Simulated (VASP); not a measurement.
Here is a VASP 6.6.1 calculation.

Contents of INCAR:

```
PREC = Accurate
ENCUT = 600
EDIFF = 1E-7
ISMEAR = 0
SIGMA = 0.1
LREAL = False
LASPH = True
NELM = 100
ALGO = Normal
ISIF = 3
LWAVE = False
LCHARG = False
GGA = PS
IBRION = 2
NSW = 70
EDIFFG = -0.008
PSTRESS = -10.0
```

KPOINTS

```
regular mesh
0
Gamma
  8 8 8
```

File POSCAR:

```
ScAl2
1.0
    0.0000000000      3.7755953180      3.7755953180
    3.7755953180      0.0000000000      3.7755953180
    3.7755953180      3.7755953180      0.0000000000
Sc Al
2 4
Direct
    0.5000000000      0.5000000000      0.5000000000
    0.7500000000      0.7500000000      0.7500000000
    0.1250000000      0.1250000000      0.1250000000
    0.6250000000      0.1250000000      0.1250000000
    0.1250000000      0.6250000000      0.1250000000
    0.1250000000      0.1250000000      0.6250000000
```

Potentials or basis: VASP PAW PBE potentials, release 64 (Sc_sv, Al).

Launch:

```console
$ cat potpaw_PBE.64/Sc_sv/POTCAR potpaw_PBE.64/Al/POTCAR > POTCAR
$ mpirun -np 1 vasp_std > vasp.out
```

Task: Estimate the band gap on the k mesh.

Result: Zero (bands 17 and 18 overlap by 2.36 eV).

Task: What does it give for the relaxed volume?

Result: 17.99 Å³/atom.

Task: What does it give for the space group after relaxing (to 0.1 Å)?

Result: Fd-3m (No. 227).

Task: What does it give for the relaxed cell?

Result: a = 5.345 Å, b = 5.345 Å, c = 5.345 Å, α = 60.00°, β = 60.00°, γ = 60.00°.

Step by step:
| step | energy change (eV) | largest force (eV/Å) | pressure (GPa) | volume (Å³) |
| --- | --- | --- | --- | --- |
| 1 | 0.0000 | 0.0000 | -0.74 | 107.64 |
| 2 | 0.0026 | 0.0000 | -1.11 | 108.09 |
| 3 | 0.0017 | 0.0000 | -1.00 | 107.96 |

Caveat: the cell is relaxed towards a set pressure, so the run minimises the enthalpy, not the energy; the PAW data sets were made with another functional, which shifts forces and pressure a little.
